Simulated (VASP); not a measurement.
# AlN (P6_3mc) in VASP: elastic constants with PBEsol

Aim: the elastic constants of AlN with PBEsol.

Everything below comes from runs of VASP 6.6.1. Logs are shortened: lines on timing, memory, paths and dates and some standing lists are left out, and cuts for length are marked.

### 1 The cell of the first run

Symmetry: P6_3mc, No. 186, hexagonal system. The conventional cell has a = 3.114 Å, b = 3.114 Å, c = 4.983 Å, α = 90.00°, β = 90.00°, γ = 120.00°. Al (site symmetry 3m) has 4 N at 1.89 to 1.90 Å within 2.5 Å. N (site symmetry 3m) has 4 Al at 1.89 to 1.90 Å within 2.5 Å.

### 2 Elastic constants, PBEsol

The input, INCAR:

```
SYSTEM = AlN
ALGO = Normal
EDIFF = 1E-8
ENCUT = 600
GGA = PS
IBRION = 6
ISIF = 3
ISMEAR = 0
LASPH = .True.
LCHARG = .False.
LREAL = .False.
LWAVE = .False.
NBANDS = 16
NELM = 100
NFREE = 2
NSW = 1
POTIM = 0.015
PREC = Accurate
SIGMA = 0.01
```

The input, KPOINTS:

```
k-points
0
Gamma
  12 12 6
  0 0 0
```

The input, POSCAR:

```
AlN
1.0
    3.1137914568      0.0000000000      0.0000000000
   -1.5568957284      2.6966225037      0.0000000000
    0.0000000000      0.0000000000      4.9834931641
Al N
2 2
Direct
    0.3333333333      0.6666666667     -0.0009939505
    0.6666666667      0.3333333333      0.4990060495
    0.3333333333      0.6666666667      0.3809939505
    0.6666666667      0.3333333333      0.8809939505
```

Potentials or basis: VASP PAW PBE potentials, release 64 (Al, N).

Command:

```bash
$ cat potpaw_PBE.64/Al/POTCAR potpaw_PBE.64/N/POTCAR > POTCAR
$ mpirun -np 1 vasp_std > vasp.out
```

OUTCAR:

```text
SYSTEM = AlN
   EDIFF = 1E-8
   ENCUT = 600
   GGA = PS
   IBRION = 6
   ISIF = 3
   ISMEAR = 0
   LASPH = .True.
   LREAL = .False.
   NELM = 100
   NFREE = 2
   NSW = 1
   POTIM = 0.015
   PREC = Accurate

 ion  position               nearest neighbor table
   1  0.333  0.667  0.999-   4 1.89   4 1.89   4 1.89   3 1.90   2 3.07   2 3.07   2 3.07   2 3.07
                             2 3.07   2 3.07
   2  0.667  0.333  0.499-   3 1.89   3 1.89   3 1.89   4 1.90   1 3.07   1 3.07   1 3.07   1 3.07
                             1 3.07   1 3.07
   3  0.333  0.667  0.381-   2 1.89   2 1.89   2 1.89   1 1.90
   4  0.667  0.333  0.881-   1 1.89   1 1.89   1 1.89   2 1.90

  LATTYP: Found a hexagonal cell.
 ALAT       =     3.1137914568
 C/A-ratio  =     1.6004582302

  Lattice vectors:

 A1 = (   3.1137914568,   0.0000000000,   0.0000000000)
 A2 = (  -1.5568957284,   2.6966225037,   0.0000000000)
 A3 = (   0.0000000000,   0.0000000000,   4.9834931641)

Analysis of symmetry for initial positions (statically):
=====================================================================
 Subroutine PRICEL returns:
 Original cell was already a primitive cell.

 Routine SETGRP: Setting up the symmetry group for a
 hexagonal supercell.

 Subroutine GETGRP returns: Found 12 space group operations
 (whereof  6 operations were pure point group operations)
 out of a pool of 24 trial point group operations.

The static configuration has the point symmetry C_3v.
 The point group associated with its full space group is C_6v.

Analysis of symmetry for dynamics (positions and initial velocities):
=====================================================================
 Subroutine PRICEL returns:
 Original cell was already a primitive cell.
[... 814 lines left out ...]
      4       2.0681      2.00000
      5       2.6926      2.00000
      6       4.2639      2.00000
[... 8 lines left out ...]
     15      18.3229      0.00000
     16      20.2167      0.00000

 [... further k-points ...]

------------------------ aborting loop because EDIFF is reached ----------------------------------------

  FORCE on cell =-STRESS in cart. coord.  units (eV):
  Direction    XX          YY          ZZ          XY          YZ          ZX
  --------------------------------------------------------------------------------------
  -------------------------------------------------------------------------------------
  Total       -0.1233568     -0.1233568      0.1575363      0.0000000      0.0000000      0.0000000
  in kB       -4.7231327     -4.7231327      6.0318105      0.0000000      0.0000000      0.0000000
  external PRESSURE =      -1.1381516 kB  Pullay stress =       0.0000000 kB
[... 19 lines left out ...]
  FREE ENERGIE OF THE ION-ELECTRON SYSTEM (eV)
  ---------------------------------------------------
  free  energy   TOTEN  =       -31.3135020322 eV

  energy  without entropy=      -31.3135020322  energy(sigma->0) =      -31.31350203

 INTERNAL STRAIN TENSORS FROM STRAINED CELLS
 ============================================

 INTERNAL STRAIN TENSOR FOR ION    1 for displacements in x,y,z  (eV/Angst):
          X           Y           Z          XY          YZ          ZX
  --------------------------------------------------------------------------------
  x     0.00000     0.00000     0.00000    -9.06994    -0.00000    -5.38060
  y    -9.09809     9.11837     0.00000     0.00002    -5.37370     0.00002
  z    -5.61231    -5.61538    12.49064    -0.00031     0.00461    -0.00020

 INTERNAL STRAIN TENSORS FROM DISPLACED ATOMS
 ============================================

 INTERNAL STRAIN TENSOR FOR ION    1 for displacements in x,y,z  (eV/Angst):
          X           Y           Z          XY          YZ          ZX
  --------------------------------------------------------------------------------
  x     0.00000     0.00000    -0.00000    -9.07241     0.00000    -5.38878
  y    -9.07241     9.07241     0.00000     0.00000    -5.38878    -0.00000
  z    -5.59622    -5.59622    12.41628     0.00000     0.00000     0.00000

 INTERNAL STRAIN TENSOR FOR ION    4 for displacements in x,y,z  (eV/Angst):
          X           Y           Z          XY          YZ          ZX
  --------------------------------------------------------------------------------
  x     0.00000     0.00000     0.00000    10.64999     0.00000     5.38887
  y    10.64999   -10.64999     0.00000    -0.00000     5.38887     0.00000
  z     5.59968     5.59968   -12.42498     0.00000    -0.00000     0.00000

 Eigenvectors and eigenvalues of the dynamical matrix
 ----------------------------------------------------

   1 f  =   21.439375 THz   134.707564 2PiTHz  715.140562 cm-1    88.666089 meV
             X         Y         Z           dx          dy          dz
     -0.000000  1.797748  4.978540     0.000000    0.000000    0.009994
      1.556896  0.898874  2.486793     0.000000    0.000000   -0.009994
     -0.000000  1.797748  1.898681    -0.000000   -0.000000   -0.707036
      1.556896  0.898874  4.390427    -0.000000   -0.000000    0.707036
[... 71 lines left out ...]
  12 f/i=    0.000791 THz     0.004972 2PiTHz    0.026398 cm-1     0.003273 meV
             X         Y         Z           dx          dy          dz
     -0.000000  1.797748  4.978540    -0.203983    0.536275   -0.000000
      1.556896  0.898874  2.486793    -0.203983    0.536275   -0.000000
     -0.000000  1.797748  1.898681    -0.146929    0.386280   -0.000000
      1.556896  0.898874  4.390427    -0.146929    0.386280   -0.000000

--------------------------------------------------------------------------------------------------------

 ELASTIC MODULI CONTR FROM IONIC RELAXATION (kBar)
 Direction    XX          YY          ZZ          XY          YZ          ZX
 --------------------------------------------------------------------------------
 XX        -733.9352    351.9152    423.8094     -0.0000      0.0000     -0.0000
 YY         351.9152   -733.9352    423.8094      0.0000     -0.0000      0.0000
 ZZ         423.8094    423.8094   -940.3403      0.0000      0.0000      0.0000
 XY          -0.0000      0.0000      0.0000   -542.9252      0.0000     -0.0000
 YZ           0.0000      0.0000      0.0000      0.0000   -147.9855     -0.0000
 ZX          -0.0000      0.0000      0.0000     -0.0000     -0.0000   -147.9855
 --------------------------------------------------------------------------------

 TOTAL ELASTIC MODULI (kBar)
 Direction    XX          YY          ZZ          XY          YZ          ZX
 --------------------------------------------------------------------------------
 XX        3802.9411   1375.4108   1070.9102     -0.0000      0.0000     -0.0000
 YY        1375.4108   3802.9411   1070.9102      0.0000     -0.0000      0.0000
 ZZ        1070.9102   1070.9102   3550.1920      0.0000      0.0000      0.0000
 XY          -0.0000      0.0000      0.0000   1213.7651      0.0000     -0.0000
 YZ           0.0000      0.0000      0.0000      0.0000   1112.0068     -0.0000
 ZX          -0.0000      0.0000      0.0000     -0.0000     -0.0000   1112.0069
 --------------------------------------------------------------------------------
```

stdout:

```text
POSCAR found type information on POSCAR AlN
 POSCAR found :  2 types and       4 ions
 scaLAPACK will be used
 -----------------------------------------------------------------------------
|                                                                             |
|                                                                             |
|     You enforced a specific xc type in the INCAR file but a different       |
|     I HOPE YOU KNOW WHAT YOU ARE DOING!                                     |
[... 40 lines left out ...]
 Finite differences progress:
 bond charge predicted
 Finite differences progress:
 bond charge predicted
 Finite differences progress:
 bond charge predicted
 Finite differences progress:
 bond charge predicted
 Finite differences progress:
 bond charge predicted
 Finite differences progress:
 bond charge predicted
 Finite differences progress:
```

Run time: 36 min. Hardware: 1 thread of Intel Xeon Platinum 8259CL at 2.50GHz (Skylake/Cascade Lake), shared host; peak memory 0.61 GiB.

What came out:

* Voigt bulk modulus: 202 GPa
* Highest phonon frequency at Γ, LO-TO splitting left out: 715 cm⁻¹

Phonon frequencies in cm⁻¹ (negative: imaginary):
```
              q point                                frequencies
(0.000, 0.000, 0.000)  0 0 0 236 236 543 609 655 655 666 666 715
```

Elastic tensor in Voigt notation (GPa, in the Cartesian axes of the cell as first typed):
```
380 138 107   0   0   0
138 380 107   0   0   0
107 107 355   0   0   0
  0   0   0 111   0   0
  0   0   0   0 111   0
  0   0   0   0   0 121
```

Clamped-ion elastic tensor (GPa):
```
454 102  65   0   0   0
102 454  65   0   0   0
 65  65 449   0   0   0
  0   0   0 126   0   0
  0   0   0   0 126   0
  0   0   0   0   0 176
```

Caveat: the PAW data sets were made with another functional, which shifts forces and pressure a little.
